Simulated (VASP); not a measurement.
Input of a VASP 6.6.1 run:

INCAR

```
PREC = Accurate ; ENCUT = 520
EDIFF = 1E-6 ; ISMEAR = 1
SIGMA = 0.15 ; LREAL = False
LASPH = True ; NELM = 80
ALGO = Normal ; ISIF = 2
LWAVE = False ; LCHARG = False
GGA = PS ; NBANDS = 18
```

The input KPOINTS:

```
regular mesh
0
Gamma
  11 11 6
```

Contents of POSCAR:

```
Au
1.0
    2.8805363263      0.0000000000      0.0000000000
   -1.4402681631      2.4946179619      0.0000000000
    0.0000000000      0.0000000000      4.8472473353
Au
2
Direct
    0.3333333333      0.6666666667      0.7500000000
    0.6666666667      0.3333333333      0.2500000000
```

Potentials or basis: VASP PAW PBE potentials, release 64 (Au).

Launch:

```sh
$ cat potpaw_PBE.64/Au/POTCAR > POTCAR
$ mpirun -np 1 vasp_std > vasp.out
```

Q: Estimate the band gap on the k mesh.

A: Zero (bands 11 and 12 overlap by 6.27 eV).

Q: Predict the pressure.

A: -3.8 GPa.

Stress tensor (GPa, compression positive):
```
-3.53  0.00  0.00
 0.00 -3.53  0.00
 0.00  0.00 -4.39
```

Caveat: the cell stands under tension; the PAW data sets were made with another functional, which shifts forces and pressure a little; spin-orbit coupling is left out, which moves the levels of the heavy elements.
